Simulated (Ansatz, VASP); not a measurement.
# One calculation of CsSbSI2, two programs

```
Cs Sb S I
1.0
     6.34270    0.00000    0.00000
     0.00000    6.34270    0.00000
     0.00000    0.00000    5.10194
Cs Sb S I
1 1 1 2
Direct
  0.00000 0.00000 0.00000
  0.50000 0.50000 0.50000
  0.50000 0.50000 0.00000
  0.00000 0.50000 0.50000
  0.50000 0.00000 0.50000
```

Alike in both runs: task single point; functional PBE; k mesh 2 × 2 × 4; occupations gaussian, width 0.1 eV; no spin polarisation.

|  | VASP | Ansatz |
| --- | --- | --- |
| version | VASP 6.6.1 | Ansatz 0.2.0 |
| potentials or method | VASP PAW PBE potentials, release 64 (Cs_sv, Sb, S, I), cutoff 520 eV | scalar-relativistic, plane waves, PAW |
| valence electrons in the cell | 34 | 64 |

```csv
,VASP,Ansatz,Ansatz less VASP
gap on the k mesh at the Fermi level (eV),none,none,-
pressure (GPa),-0.1,-0.1,+0.03
"traceless stress, the component that is largest in VASP (GPa)",-1.97,-1.95,+0.019
```

A gap of «none» marks a metal or a gap that the smearing closes. With one functional, cell and mesh, what is left measures potentials, basis and numerics. VASP's potentials hold 34 valence electrons a cell and Ansatz's 64, so a difference there can come from the potentials and not from the codes.

The k mesh is coarse, so the values compare programs but aren't converged. Neither program's run includes spin-orbit coupling.
